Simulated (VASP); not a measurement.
Input of a VASP 6.6.1 run:

File INCAR:

```
SYSTEM = MoS2
PREC = Accurate
ENCUT = 500
EDIFF = 1E-6
ISMEAR = -1
SIGMA = 0.02
LREAL = .FALSE.
LASPH = .TRUE.
NELM = 200
ALGO = Normal
ISIF = 2
LWAVE = .FALSE.
LCHARG = .FALSE.
ISPIN = 2
MAGMOM = 2 2 0 0 0 0
LORBIT = 11
LMAXMIX = 4
GGA = PE
NBANDS = 39
GGA_COMPAT = .FALSE.
```

KPOINTS

```
regular mesh
0
G
  16 16 4
  0 0 0
```

POSCAR

```
MoS2
1.0
    3.1400000000      0.0000000000      0.0000000000
   -1.5700000000      2.7193197679      0.0000000000
    0.0000000000      0.0000000000     12.2794000000
Mo S
2 4
Direct
    0.3333333333      0.6666666667      0.2500000000
    0.6666666667      0.3333333333      0.7500000000
    0.3333333333      0.6666666667      0.6220855866
    0.6666666667      0.3333333333      0.1220855866
    0.3333333333      0.6666666667      0.8779144134
    0.6666666667      0.3333333333      0.3779144134
```

Potentials or basis: VASP PAW PBE potentials, release 64 (Mo_sv, S).

The run is started by

```bash
$ cat potpaw_PBE.64/Mo_sv/POTCAR potpaw_PBE.64/S/POTCAR > POTCAR
$ mpirun -np 1 vasp_std > vasp.out
```

Task: Estimate the net moment.

Result: 0.00 μB per cell.

Task: Predict the largest force.

Result: 0.011 eV/Å.

Task: What does it give for the pressure?

Result: 4.2 GPa.

Task: Estimate the band gap on the k mesh.

Result: 0.89 eV (least direct gap 1.83 eV).

Stress tensor (GPa, compression positive):
```
4.68 0.00 0.00
0.00 4.68 0.00
0.00 0.00 3.14
```

Caveat: the cell differs from its parent crystal (z stretched by -2 %, then relaxed in part); the cell stands under pressure; this functional lacks dispersion, which binds layers or chains, so the pressure and a relaxed spacing across them are unreliable. A k mesh can miss the band edges.
